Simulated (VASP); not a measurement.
# Au (Fm-3m) in VASP: further runs

Au is run at these levels: LDA; tasks: single point, relaxation of volume and atoms at fixed shape.

Everything below comes from runs of VASP 6.6.1. Logs are shortened: lines on timing, memory, paths and dates and some standing lists are left out, and cuts for length are marked.

### Step 1. The cell of the first run

Symmetry: Fm-3m, No. 225, cubic system. The conventional cell has a = 4.044 Å, b = 4.044 Å, c = 4.044 Å, α = 90.00°, β = 90.00°, γ = 90.00°. Within 3.8 Å of Au (site symmetry m-3m) lie 12 Au at 2.86 Å.

### Step 2. Single point, LDA

The input, INCAR:

```
SYSTEM = Au
PREC = Accurate
ENCUT = 500
EDIFF = 1E-6
ISMEAR = -1
SIGMA = 0.05
LREAL = .False.
LASPH = .True.
NELM = 120
ALGO = Normal
ISIF = 2
LWAVE = .False.
LCHARG = .False.
GGA = CA
NBANDS = 12
GGA_COMPAT = .False.
```

The input, KPOINTS:

```
regular mesh
0
Gamma
  11 11 11
  0 0 0
```

The input, POSCAR:

```
Au
1.0
    0.0000000000      2.0222431919      2.0222431919
    2.0222431919      0.0000000000      2.0222431919
    2.0222431919      2.0222431919      0.0000000000
Au
1
Direct
    0.0000000000      0.0000000000      0.0000000000
```

Potentials or basis: VASP PAW LDA potentials, release 64 (Au).

On the command line:

```sh
$ cat potpaw_LDA.64/Au/POTCAR > POTCAR
$ mpirun -np 1 vasp_std > vasp.out
```

OUTCAR:

```text
SYSTEM = Au
   PREC = Accurate
   ENCUT = 500
   EDIFF = 1E-6
   ISMEAR = -1
   LREAL = .False.
   LASPH = .True.
   NELM = 120
   ISIF = 2
   GGA = CA

 ion  position               nearest neighbor table
   1  0.000  0.000  0.000-

  LATTYP: Found a face centered cubic cell.
 ALAT       =     4.0444863838

  Lattice vectors:

 A1 = (   0.0000000000,   2.0222431919,   2.0222431919)
 A2 = (   2.0222431919,   0.0000000000,   2.0222431919)
 A3 = (   2.0222431919,   2.0222431919,   0.0000000000)

Analysis of symmetry for initial positions (statically):
=====================================================================
 Subroutine PRICEL returns:
 Original cell was already a primitive cell.

 Routine SETGRP: Setting up the symmetry group for a
 face centered cubic supercell.

 Subroutine GETGRP returns: Found 48 space group operations
 (whereof 48 operations were pure point group operations)
 out of a pool of 48 trial point group operations.

The static configuration has the point symmetry O_h .

Analysis of symmetry for dynamics (positions and initial velocities):
=====================================================================
 Subroutine PRICEL returns:
 Original cell was already a primitive cell.

 Routine SETGRP: Setting up the symmetry group for a
 face centered cubic supercell.

 Subroutine GETGRP returns: Found 48 space group operations
 (whereof 48 operations were pure point group operations)
 out of a pool of 48 trial point group operations.

The dynamic configuration has the point symmetry O_h .

 Subroutine INISYM returns: Found 48 space group operations
 (whereof 48 operations are pure point group operations),
 and found     1 'primitive' translations

----------------------------------------------------------------------------------------

                                     Primitive cell

  volume of cell :      16.5398

  direct lattice vectors                    reciprocal lattice vectors
     0.000000000  2.022243192  2.022243192    -0.247250183  0.247250183  0.247250183
     2.022243192  0.000000000  2.022243192     0.247250183 -0.247250183  0.247250183
     2.022243192  2.022243192  0.000000000     0.247250183  0.247250183 -0.247250183

  length of vectors
     2.859883748  2.859883748  2.859883748     0.428249880  0.428249880  0.428249880

  position of ions in fractional coordinates (direct lattice)
     0.000000000  0.000000000  0.000000000

  ion indices of the primitive-cell ions
   primitive index   ion index
[... 75 lines left out ...]
   EDIFFG = 0.1E-04   stopping-criterion for IOM
   NSW    =      0    number of steps for IOM
   IBRION =     -1    ionic relax: 0-MD 1-quasi-New 2-CG
   NFREE  =      0    steps in history (QN), initial steepest desc. (CG)
   ISIF   =      2    stress and relaxation
   ISYM   =      2    0-nonsym 1-usesym 2-fastsym
   POTIM  = 0.5000    time-step for ionic-motion
   TEBEG  =    0.0;   TEEND  =   0.0 temperature during run
   PSTRESS=    0.0 pullay stress
   NELECT =      11.0000    total number of electrons
   NUPDOWN=      -1.0000    fix difference up-down
   EMIN   =  10.00;   EMAX   =-10.00  energy-range for DOS
   EFERMI =   0.00;   METHOD = LEGACY
   ISMEAR =    -1;   SIGMA  =   0.05  broadening in eV -4-tet -1-fermi 0-gaus
   EFERMI_NEDOS =   21; number of points for ismear=-14 and -15
   IALGO  =     38    algorithm
   IMIX   =      4    mixing-type and parameters
     AMIX     =   0.40;   BMIX     =  1.00
     AMIX_MAG =   1.60;   BMIX_MAG =  1.00
  volume/ion in A,a.u.               =      16.54       111.62
  Fermi-wavevector in a.u.,A,eV,Ry     =   1.428989  2.700398 27.783243  2.042011
  Thomas-Fermi vector in A             =   2.548992
   LORBIT       =      0    0 simple, 1 ext, 2 COOP (PROOUT), +10 PAW based schemes
   GGA     = CA    functional components
   LHFCALC =     F    Hartree Fock is set to
   AEXX    =    0.0000 exact exchange contribution
   IVDW    =     0    specifies the selected vdW correction
   LEPSILON=     F    determine dielectric tensor
   LRPA    =     F    only Hartree local field effects (RPA)
 non-spin polarized calculation
  energy-cutoff  :      500.00
  volume of cell :       16.54
 maximum number of plane-waves:       440
 NGX is ok and might be reduce to    24
   NGX = 11   NGY = 11   NGZ = 11

 number of electron      10.9999999 magnetization

 Free energy of the ion-electron system (eV)
  ---------------------------------------------------
  ext. energy  EPLUGINS =         0.00000000
  ---------------------------------------------------
  free energy    TOTEN  =        -4.45429217 eV

  energy without entropy =       -4.45268784  energy(sigma->0) =       -4.45349000

 E-fermi :   9.7891     XC(G=0): -13.1563

 val. band max:        9.6614939841   @ k =   0.4545   0.2727   0.0000
 cond. band min:       9.8790541099   @ k =  -0.4545   0.0909   0.0000
 fundamental gap:      0.2175601258
 Fermi energy:         9.7890792299

 k-point     1 :       0.0000    0.0000    0.0000
  band No.  band energies     occupation
      1      -0.4352      2.00000
      2       4.9260      2.00000
      3       4.9260      2.00000
      4       4.9260      2.00000
      5       6.5462      2.00000
      6       6.5462      2.00000
      7      24.2418      0.00000
      8      28.3659      0.00000
      9      28.3659      0.00000
     10      28.3659      0.00000
     11      33.4926      0.00000
     12      38.4138      0.00000
[... 331 lines left out ...]
 k-point    24 :      -0.1818    0.1818    0.0000
  band No.  band energies     occupation
      1       2.2031      2.00000
      2       4.2792      2.00000
      3       5.1344      2.00000
      4       5.8472      2.00000
      5       5.8976      2.00000
      6       7.8070      2.00000
      7      21.3224      0.00000
      8      23.3718      0.00000
      9      27.5604      0.00000
     10      29.0333      0.00000
     11      31.9561      0.00000
     12      34.6571      0.00000

 [... further k-points ...]
[... 5 lines left out ...]
  --------------------------------------------------------------------------------------
  -------------------------------------------------------------------------------------
  Total        0.0979092      0.0979092      0.0979092      0.0000000      0.0000000     -0.0000000
  in kB        9.4842718      9.4842718      9.4842718      0.0000000      0.0000000     -0.0000000
  external PRESSURE =       9.4842718 kB  Pullay stress =       0.0000000 kB

 VOLUME and BASIS-vectors are now :
 -----------------------------------------------------------------------------
  energy-cutoff  :      500.00
  volume of cell :       16.54
      direct lattice vectors                 reciprocal lattice vectors
     0.000000000  2.022243192  2.022243192    -0.247250183  0.247250183  0.247250183
     2.022243192  0.000000000  2.022243192     0.247250183 -0.247250183  0.247250183
     2.022243192  2.022243192  0.000000000     0.247250183  0.247250183 -0.247250183

 POSITION                                       TOTAL-FORCE (eV/Angst)
 -----------------------------------------------------------------------------------
      0.00000      0.00000      0.00000         0.000000      0.000000      0.000000
 -----------------------------------------------------------------------------------
    total drift:                               -0.000000      0.000000      0.000000

  FREE ENERGIE OF THE ION-ELECTRON SYSTEM (eV)
  ---------------------------------------------------
  free  energy   TOTEN  =        -4.4542921684 eV

  energy  without entropy=       -4.4526878361  energy(sigma->0) =       -4.45349000
```

Run time: 3.3 s. Hardware: 1 thread of Intel Xeon 6975P-C (Granite Rapids), shared host; peak memory 0.13 GiB.

What came out:

```
Free energy            : -4.4543 eV
Pressure               : 0.9 GPa
Band gap on the k mesh : zero (an odd number of electrons rules out a gap without spin polarisation)
```

Caveat: spin-orbit coupling is left out, which moves the levels of the heavy elements.

### Step 3. Relaxation of volume and atoms at fixed shape, LDA

This run uses another cell than the first one, of 16.85 Å³/atom.

The input, INCAR:

```
SYSTEM = Au
ALGO     = Normal         ! electronic algorithm
EDIFF    = 1E-7           ! SCF threshold, eV
EDIFFG   = -0.01          ! ionic threshold
ENCUT    = 500            ! plane-wave cutoff, eV
GGA      = CA             ! functional
GGA_COMPAT= .False.      
IBRION   = 2              ! ionic algorithm
ISIF     = 8              ! what is computed and relaxed
ISMEAR   = -1             ! smearing method
LASPH    = .True.         ! aspherical terms in the spheres
LCHARG   = .False.        ! write CHGCAR
LREAL    = .False.        ! projectors in reciprocal space
LWAVE    = .False.        ! write WAVECAR
NELM     = 120            ! most SCF steps
NELMIN   = 4            
NSW      = 80             ! ionic steps
PREC     = Accurate       ! precision mode
SIGMA    = 0.05           ! smearing width, eV
```

The input, KPOINTS:

```
k-points
0
Gamma
  11 11 11
  0 0 0
```

The input, POSCAR:

```
Au
1.0
    0.0000000000      2.0350000000      2.0350000000
    2.0350000000      0.0000000000      2.0350000000
    2.0350000000      2.0350000000      0.0000000000
Au
1
Direct
    0.0000000000      0.0000000000      0.0000000000
```

Potentials or basis: VASP PAW LDA potentials, release 64 (Au).

On the command line:

```sh
$ cat potpaw_LDA.64/Au/POTCAR > POTCAR
$ mpirun -np 1 vasp_std > vasp.out
```

Wall time 6.4 s (1 thread of Intel Xeon 6975P-C (Granite Rapids), shared host); peak memory 0.13 GiB.

The run converged. Its results:

| Property | Result |
| --- | --- |
| Free energy | -4.4548 eV |
| Relaxed volume | 16.62 Å³/atom |
| Relaxed cell | a = 2.865 Å, b = 2.865 Å, c = 2.865 Å, α = 60.00°, β = 60.00°, γ = 60.00° |
| Space group after relaxing (to 0.1 Å) | Fm-3m (No. 225) |
| Energy gained by relaxing | 2.0 meV/atom |
| Ionic steps | 3 |
| Pressure after relaxing | 0.0 GPa |
| Band gap on the k mesh | zero (an odd number of electrons rules out a gap without spin polarisation) |

The path:
| step | energy change (eV) | largest force (eV/Å) | pressure (GPa) | volume (Å³) |
| --- | --- | --- | --- | --- |
| 1 | 0.0000 | 0.0000 | -2.62 | 16.85 |
| 2 | 0.0051 | 0.0000 | 5.43 | 16.19 |
| 3 | -0.0020 | 0.0000 | -0.02 | 16.62 |

Final structure:
```
Au
1.0
     0.00000    2.02553    2.02553
     2.02553    0.00000    2.02553
     2.02553    2.02553    0.00000
Au
1
Cartesian
  0.0000 0.0000 0.0000
```

Levels at points of the mesh, in eV from the Fermi level:
```tsv
k point	band 3	band 4	band 5	band 6	band 7	band 8	band 9
(0.00, 0.00, 0.00)	-4.84	-4.84	-3.23	-3.23	14.46	18.55	18.55
```

Caveat: spin-orbit coupling is left out, which moves the levels of the heavy elements.
